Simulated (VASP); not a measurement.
# NaAl2O3 (Cm) in VASP: single point with PBE

Aim: the single point of NaAl2O3 with PBE.

Program: VASP 6.6.1. These are calculated values, not measurements. Logs are shortened: lines on timing, memory, paths and dates and some standing lists are left out, and cuts for length are marked.

### Step 1. The cell of the first run

The structure is monoclinic, space group Cm (No. 8). The conventional cell has a = 5.425 Å, b = 9.397 Å, c = 3.706 Å, α = 90.00°, β = 90.47°, γ = 90.00°. Na (site symmetry m) has 12 O at 2.67 to 3.95 Å and 12 Al at 3.63 to 3.65 Å and 2 Na at 3.71 Å within 4.0 Å. Within 2.3 Å of Al (site symmetry 1) lie 3 O at 1.74 Å. O (site symmetry 1) has 2 Al at 1.74 Å within 2.3 Å. Within 2.3 Å of O (site symmetry m) lie 2 Al at 1.74 Å.

### Step 2. Single point, PBE (15.74 Å³/atom)

INCAR

```
SYSTEM = NaAl2O3
PREC = Accurate ; ENCUT = 520
EDIFF = 1E-6 ; ISMEAR = 0
SIGMA = 0.1 ; LREAL = .False.
LASPH = .True. ; NELM = 80
ALGO = Normal ; ISIF = 2
LWAVE = .False. ; LCHARG = .True.
GGA = PE ; LELF = .True.
LVHAR = .True. ; NBANDS = 24
```

KPOINTS

```
regular mesh
0
Gamma
  8 8 8
  0 0 0
```

POSCAR

```
NaAl2O3
1.0
    2.7009358495     -4.6982598826      0.2508347654
    2.7009358495      4.6982598826      0.2508347654
   -0.3730283043      0.0000000000      3.6871441268
Na Al O
1 2 3
Direct
    0.6044852544      0.6044852544      0.3090864130
    0.9378443964      0.2711780282      0.8090758790
    0.2711780282      0.9378443964      0.8090758790
    0.6045138202      0.2452583989      0.8098031788
    0.2452583989      0.6045138202      0.8098031788
    0.9637686820      0.9637686820      0.8076175016
```

Potentials or basis: VASP PAW PBE potentials, release 64 (Na_pv, Al, O).

Launch:

```console
> cat potpaw_PBE.64/Na_pv/POTCAR potpaw_PBE.64/Al/POTCAR potpaw_PBE.64/O/POTCAR > POTCAR
> mpirun -np 1 vasp_std > vasp.out
```

OUTCAR:

```text
SYSTEM = NaAl2O3
   PREC = Accurate
   ENCUT = 520
   EDIFF = 1E-6
   ISMEAR = 0
   LREAL = .False.
   LASPH = .True.
   NELM = 80
   ISIF = 2
   GGA = PE

 ion  position               nearest neighbor table
   1  0.604  0.604  0.309-
   2  0.938  0.271  0.809-   6 1.74   5 1.74   4 1.74   3 3.13   3 3.13   3 3.13
   3  0.271  0.938  0.809-   6 1.74   4 1.74   5 1.74   2 3.13   2 3.13   2 3.13
   4  0.605  0.245  0.810-   3 1.74   2 1.74
   5  0.245  0.605  0.810-   2 1.74   3 1.74
   6  0.964  0.964  0.808-   2 1.74   3 1.74

  LATTYP: Found a base centered monoclinic cell.
 ALAT       =     5.4251166043
 B/A-ratio  =     1.7320401478
 C/A-ratio  =     0.6831126392
 COS(beta)  =    -0.0082228670

  Lattice vectors:

 A1 = (   2.7009358495,  -4.6982598826,   0.2508347654)
 A2 = (   2.7009358495,   4.6982598826,   0.2508347654)
 A3 = (  -0.3730283043,   0.0000000000,   3.6871441268)

Analysis of symmetry for initial positions (statically):
=====================================================================
 Subroutine PRICEL returns:
 Original cell was already a primitive cell.

 Routine SETGRP: Setting up the symmetry group for a
 base centered monoclinic supercell.

 Subroutine GETGRP returns: Found  2 space group operations
 (whereof  2 operations were pure point group operations)
 out of a pool of  4 trial point group operations.

The static configuration has the point symmetry C_1h.

Analysis of symmetry for dynamics (positions and initial velocities):
=====================================================================
 Subroutine PRICEL returns:
 Original cell was already a primitive cell.

 Routine SETGRP: Setting up the symmetry group for a
 base centered monoclinic supercell.

 Subroutine GETGRP returns: Found  2 space group operations
 (whereof  2 operations were pure point group operations)
 out of a pool of  4 trial point group operations.

The dynamic configuration has the point symmetry C_1h.

 Subroutine INISYM returns: Found  2 space group operations
 (whereof  2 operations are pure point group operations),
 and found     1 'primitive' translations

----------------------------------------------------------------------------------------

                                     Primitive cell

  volume of cell :      94.4567

  direct lattice vectors                    reciprocal lattice vectors
     2.700935849 -4.698259883  0.250834765     0.183397885 -0.106422380  0.018554361
     2.700935849  4.698259883  0.250834765     0.183397885  0.106422380  0.018554361
    -0.373028304  0.000000000  3.687144127    -0.024952952  0.000000000  0.268688125

  length of vectors
     5.425091563  5.425091563  3.705965721     0.212849175  0.212849175  0.269844323

  position of ions in fractional coordinates (direct lattice)
     0.604485254  0.604485254  0.309086413
     0.937844396  0.271178028  0.809075879
     0.271178028  0.937844396  0.809075879
     0.604513820  0.245258399  0.809803179
     0.245258399  0.604513820  0.809803179
     0.963768682  0.963768682  0.807617502

  ion indices of the primitive-cell ions
   primitive index   ion index
                 1           1
                 2           2
                 3           3
                 4           4
                 5           5
                 6           6

----------------------------------------------------------------------------------------

 KPOINTS: regular mesh

Automatic generation of k-mesh.
 Grid dimensions read from file:
 generate k-points for:    8    8    8

 Generating k-lattice:

  Cartesian coordinates                     Fractional coordinates (reciprocal lattice)
     0.022924736 -0.013302798  0.002319295     0.125000000 -0.000000000  0.000000000
     0.022924736  0.013302798  0.002319295    -0.000000000  0.125000000  0.000000000
    -0.003119119  0.000000000  0.033586016     0.000000000  0.000000000  0.125000000

  Length of vectors
     0.026606147  0.026606147  0.033730540

  Shift w.r.t. Gamma in fractional coordinates (k-lattice)
     0.000000000  0.000000000  0.000000000

 Subroutine IBZKPT returns following result:
 ===========================================

 Found    150 irreducible k-points:

 Following reciprocal coordinates:
            Coordinates               Weight
  0.000000  0.000000  0.000000      1.000000
  0.125000 -0.000000  0.000000      4.000000
  0.250000 -0.000000  0.000000      4.000000
  0.375000 -0.000000  0.000000      4.000000
  0.500000 -0.000000  0.000000      2.000000
  0.125000  0.125000  0.000000      2.000000
[... 16 lines left out ...]
  0.125000 -0.000000  0.125000      4.000000
  0.250000 -0.000000  0.125000      4.000000
 [... further k-points ...]
   k-points           NKPTS =    150   k-points in BZ     NKDIM =    150   number of bands    NBANDS=     24
   number of dos      NEDOS =    301   number of ions     NIONS =      6
   total plane-waves  NPLWV =  44800
   dimension x,y,z NGX =    40 NGY =   40 NGZ =   28
   dimension x,y,z NGXF=    80 NGYF=   80 NGZF=   56
   ions per type =               1   2   3
   NGX,Y,Z   is equivalent  to a cutoff of  12.26, 12.26, 12.56 a.u.
   NGXF,Y,Z  is equivalent  to a cutoff of  24.52, 24.52, 25.12 a.u.
 SYSTEM =  NaAl2O3
   PREC   = accura    normal or accurate (medium, high low for compatibility)
   ISTART =      0    job   : 0-new  1-cont  2-samecut
   ICHARG =      2    charge: 1-file 2-atom 10-const
   ISPIN  =      1    spin polarized calculation?
   LNONCOLLINEAR =      F non collinear calculations
   LSORBIT =      F    spin-orbit coupling
   LASPH  =      T    aspherical Exc in radial PAW
   ENCUT  =  520.0 eV  38.22 Ry    6.18 a.u.  10.09 10.09  6.89*2*pi/ulx,y,z
   NELM   =     80;   NELMIN=  2; NELMDL= -5     # of ELM steps
   EDIFF  = 0.1E-05   stopping-criterion for ELM
   LREAL  =      F    real-space projection
   EDIFFG = 0.1E-04   stopping-criterion for IOM
   NSW    =      0    number of steps for IOM
   IBRION =     -1    ionic relax: 0-MD 1-quasi-New 2-CG
   NFREE  =      0    steps in history (QN), initial steepest desc. (CG)
   ISIF   =      2    stress and relaxation
   ISYM   =      2    0-nonsym 1-usesym 2-fastsym
   POTIM  = 0.5000    time-step for ionic-motion
   TEBEG  =    0.0;   TEEND  =   0.0 temperature during run
   PSTRESS=    0.0 pullay stress
   NELECT =      31.0000    total number of electrons
   NUPDOWN=      -1.0000    fix difference up-down
   EMIN   =  10.00;   EMAX   =-10.00  energy-range for DOS
   EFERMI =   0.00;   METHOD = LEGACY
   ISMEAR =     0;   SIGMA  =   0.10  broadening in eV -4-tet -1-fermi 0-gaus
   EFERMI_NEDOS =   21; number of points for ismear=-14 and -15
   IALGO  =     38    algorithm
   IMIX   =      4    mixing-type and parameters
     AMIX     =   0.40;   BMIX     =  1.00
     AMIX_MAG =   1.60;   BMIX_MAG =  1.00
  volume/ion in A,a.u.               =      15.74       106.24
  Fermi-wavevector in a.u.,A,eV,Ry     =   1.129235  2.133945 17.349774  1.275172
  Thomas-Fermi vector in A             =   2.265928
   LORBIT       =      0    0 simple, 1 ext, 2 COOP (PROOUT), +10 PAW based schemes
   GGA     = PE    functional components
   LHFCALC =     F    Hartree Fock is set to
   AEXX    =    0.0000 exact exchange contribution
   IVDW    =     0    specifies the selected vdW correction
   LEPSILON=     F    determine dielectric tensor
   LRPA    =     F    only Hartree local field effects (RPA)
 non-spin polarized calculation
 Gauss-broadening in eV      SIGMA  =   0.10
  energy-cutoff  :      520.00
  volume of cell :       94.46
 maximum number of plane-waves:      2562
   NGX = 21   NGY = 21   NGZ = 13

 number of electron      31.0000004 magnetization

 Free energy of the ion-electron system (eV)
  ---------------------------------------------------
  ext. energy  EPLUGINS =         0.00000000
  ---------------------------------------------------
  free energy    TOTEN  =       -36.68407202 eV

  energy without entropy =      -36.68129994  energy(sigma->0) =      -36.68268598

 E-fermi :   4.4039     XC(G=0):  -8.6914

 val. band max:        4.3169859489   @ k =  -0.3750  -0.3750   0.1250
 cond. band min:       4.4174675770   @ k =  -0.3750   0.0000   0.2500
 fundamental gap:      0.1004816281
 Fermi energy:         4.4039004945

 k-point     1 :       0.0000    0.0000    0.0000
  band No.  band energies     occupation
      1     -20.5478      2.00000
      2     -20.5478      2.00000
      3     -20.4865      2.00000
      4     -16.5474      2.00000
      5     -15.7599      2.00000
      6     -15.7599      2.00000
[... 16 lines left out ...]
     23      10.6344      0.00000
     24      11.2965      0.00000

 k-point     2 :       0.1250   -0.0000    0.0000
  band No.  band energies     occupation
      1     -20.5481      2.00000
      2     -20.5478      2.00000
      3     -20.4865      2.00000
      4     -16.5189      2.00000
      5     -15.7861      2.00000
      6     -15.7671      2.00000
[... 16 lines left out ...]
     23      11.1907      0.00000
     24      11.2846      0.00000

 k-point     3 :       0.2500   -0.0000    0.0000
  band No.  band energies     occupation
      1     -20.5487      2.00000
      2     -20.5480      2.00000
      3     -20.4864      2.00000
      4     -16.4389      2.00000
      5     -15.8614      2.00000
      6     -15.7839      2.00000
[... 16 lines left out ...]
     23      11.9071      0.00000
     24      12.1258      0.00000
[... 514 lines left out ...]
 k-point    23 :       0.1250   -0.0000    0.1250
  band No.  band energies     occupation
      1     -20.5472      2.00000
      2     -20.5470      2.00000
      3     -20.4907      2.00000
      4     -16.5051      2.00000
      5     -15.7805      2.00000
      6     -15.7613      2.00000
[... 16 lines left out ...]
     23      11.3194      0.00000
     24      11.5818      0.00000

 k-point    24 :       0.2500   -0.0000    0.1250
  band No.  band energies     occupation
      1     -20.5477      2.00000
      2     -20.5471      2.00000
      3     -20.4906      2.00000
      4     -16.4263      2.00000
      5     -15.8552      2.00000
      6     -15.7776      2.00000
[... 16 lines left out ...]
     23      12.1228      0.00000
     24      12.4927      0.00000

 [... further k-points ...]

------------------------ aborting loop because EDIFF is reached ----------------------------------------

  FORCE on cell =-STRESS in cart. coord.  units (eV):
  Direction    XX          YY          ZZ          XY          YZ          ZX
  --------------------------------------------------------------------------------------
  -------------------------------------------------------------------------------------
  Total       -0.4334543     -0.4289002     -0.5151275      0.0000000      0.0000000      0.0297158
  in kB       -7.3522643     -7.2750162     -8.7376060      0.0000000      0.0000000      0.5040406
  external PRESSURE =      -7.7882955 kB  Pullay stress =       0.0000000 kB

 VOLUME and BASIS-vectors are now :
 -----------------------------------------------------------------------------
  energy-cutoff  :      520.00
  volume of cell :       94.46
      direct lattice vectors                 reciprocal lattice vectors
     2.700935849 -4.698259883  0.250834765     0.183397885 -0.106422380  0.018554361
     2.700935849  4.698259883  0.250834765     0.183397885  0.106422380  0.018554361
    -0.373028304  0.000000000  3.687144127    -0.024952952  0.000000000  0.268688125

 POSITION                                       TOTAL-FORCE (eV/Angst)
 -----------------------------------------------------------------------------------
      3.15005      0.00000      1.44290         0.000656      0.000000      0.000182
      2.96368     -3.13217      3.28644         0.000038      0.000739     -0.000179
      2.96368      3.13217      3.28644         0.000038     -0.000739     -0.000179
      1.99310     -1.68788      3.19901         0.001272      0.002680      0.002045
      1.99310      1.68788      3.19901         0.001272     -0.002680      0.002045
      4.90489      0.00000      3.46130        -0.003276      0.000000     -0.003913
 -----------------------------------------------------------------------------------
    total drift:                               -0.000107      0.000000      0.001160

  FREE ENERGIE OF THE ION-ELECTRON SYSTEM (eV)
  ---------------------------------------------------
  free  energy   TOTEN  =       -36.6840720157 eV

  energy  without entropy=      -36.6812999376  energy(sigma->0) =      -36.68268598
```

Wall time 6.6 min (1 thread of Intel Xeon 8259CL, shared host); peak memory 0.4 GiB.

Results:

| Quantity | Value |
| --- | --- |
| Free energy | -36.6841 eV |
| Pressure | -0.8 GPa |
| Largest force | 0.005 eV/Å |
| Band gap on the k mesh | zero (an odd number of electrons rules out a gap without spin polarisation) |

Forces on the atoms (eV/Å):
```
Na   0.001  0.000  0.000
Al   0.000  0.001  0.000
Al   0.000 -0.001  0.000
O    0.001  0.003  0.002
O    0.001 -0.003  0.002
O   -0.003  0.000 -0.004
```

Stress tensor (GPa, compression positive):
```
-0.74  0.00  0.05
 0.00 -0.73  0.00
 0.05  0.00 -0.87
```

Caveat: an odd number of electrons without spin polarisation forces a metal; a magnetic or distorted state may lie lower.

The gap in the log of VASP goes by the Fermi energy; the results here count the filled bands.